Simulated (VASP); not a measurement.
# FeNi3: single point with PBE

Crystal: FeNi3.

```
Fe Ni
1.0
     3.40196    0.00000    0.00000
     0.00000    3.40196    0.00000
     0.00000    0.00000    3.40196
Fe Ni
1 3
Cartesian
  0.0000 0.0000 0.0000
  0.0000 1.7010 1.7010
  1.7010 1.7010 0.0000
  1.7010 0.0000 1.7010
```

This cell differs from its parent crystal: equal strain along all axes, cell held: -4.0 %.

* Program: VASP 6.6.1
* Task: single point
* Functional: PBE
* Potentials or basis: VASP PAW PBE potentials, release 64 (Fe, Ni)
* Cutoff: 520 eV
* k mesh: 12 × 12 × 12
* Occupations: gaussian, width 0.1 eV
* Spin: collinear spin, ferromagnetic start
* Starting moments: [3.2, 0.75, 0.75, 0.75] μB
* Dipole correction: no
* Further INCAR settings: ALGO = Normal; EDIFF = 1e-06; NBANDS = 31

| Item | Value |
| --- | --- |
| Pressure | 31.8 GPa |
| Net moment | 4.66 μB per cell |
| Site moments | Fe +2.77; Ni +0.62 μB |
| Valence electrons inside the program's atomic spheres | Fe 7.37; Ni 9.58 |

Levels at points of the mesh, in eV from the Fermi level:
Spin up:
```
           k point  band 19  band 20  band 21  band 22  band 23  band 24
(0.00, 0.00, 0.00)    -0.53    -0.53    -0.53     2.38     2.38     2.38
(0.50, 0.00, 0.00)    -1.37    -1.13    -0.59    -0.53     8.29     8.29
(0.50, 0.50, 0.00)    -1.67    -1.65     0.99     0.99     1.13     1.18
(0.50, 0.50, 0.50)    -0.73    -0.73    -0.66    -0.66    -0.66    -0.63
```
Spin down:
| k point | band 14 | band 15 | band 16 | band 17 | band 18 | band 19 | band 20 | band 21 |
| --- | --- | --- | --- | --- | --- | --- | --- | --- |
| (0.00, 0.00, 0.00) | 0.32 | 0.32 | 0.32 | 1.09 | 1.09 | 1.42 | 1.42 | 1.42 |
| (0.50, 0.00, 0.00) | -1.15 | -1.03 | -0.48 | -0.23 | -0.23 | 0.32 | 0.48 | 0.64 |
| (0.50, 0.50, 0.00) | -1.46 | -1.45 | -0.96 | -0.82 | 0.11 | 0.11 | 0.32 | 1.66 |
| (0.50, 0.50, 0.50) | -0.59 | -0.59 | -0.59 | 0.06 | 0.06 | 0.06 | 0.89 | 0.89 |

Wall time 110 s on 1 thread of Intel(R) Xeon(R) 6975P-C (Granite Rapids), on a shared host, peak memory 0.28 GiB.

Caveat: the cell differs from its parent crystal (equal strain along all axes, cell held: -4.0 %); the cell stands under pressure.
